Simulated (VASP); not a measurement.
A run of VASP 6.6.1 is set up as follows.

File INCAR:

```
ALGO = Normal ; EDIFF = 1E-6
ENCUT = 520 ; GGA = PE
ISIF = 2 ; ISMEAR = 0
LASPH = T ; LCHARG = F
LREAL = F ; LWAVE = F
NBANDS = 20 ; NELM = 60
PREC = Accurate ; SIGMA = 0.02
```

Contents of KPOINTS:

```
k-points
0
Gamma
  12 12 12
```

The input POSCAR:

```
WS2
1.0
    1.5937840677      0.9201716605      7.4178643776
   -1.5937840677      0.9201716605      7.4178643776
    0.0000000000     -1.8403433210      7.4178643776
W S
1 2
Direct
   -0.0006784610     -0.0006784610     -0.0006784610
    0.7365856598      0.7365856598      0.7365856598
    0.5953928014      0.5953928014      0.5953928014
```

Potentials or basis: VASP PAW PBE potentials, release 64 (W_sv, S).

Run with:

```sh
$ cat potpaw_PBE.64/W_sv/POTCAR potpaw_PBE.64/S/POTCAR > POTCAR
$ mpirun -np 1 vasp_std > vasp.out
```

Task: Predict the largest force.

Result: 0.005 eV/Å.

Task: Predict the band gap on the k mesh.

Result: 1.64 eV, indirect (least direct gap 1.81 eV).

Task: Predict the pressure.

Result: 0.0 GPa.

Forces in eV/Å, atoms in the order of the input:
```
W    0.000  0.000  0.001
S    0.000  0.000  0.004
S    0.000  0.000 -0.005
```

Caveat: spin-orbit coupling is left out, which moves the levels of the heavy elements. Expect the measured gap to be larger: semilocal functionals such as PBE lack the derivative discontinuity.
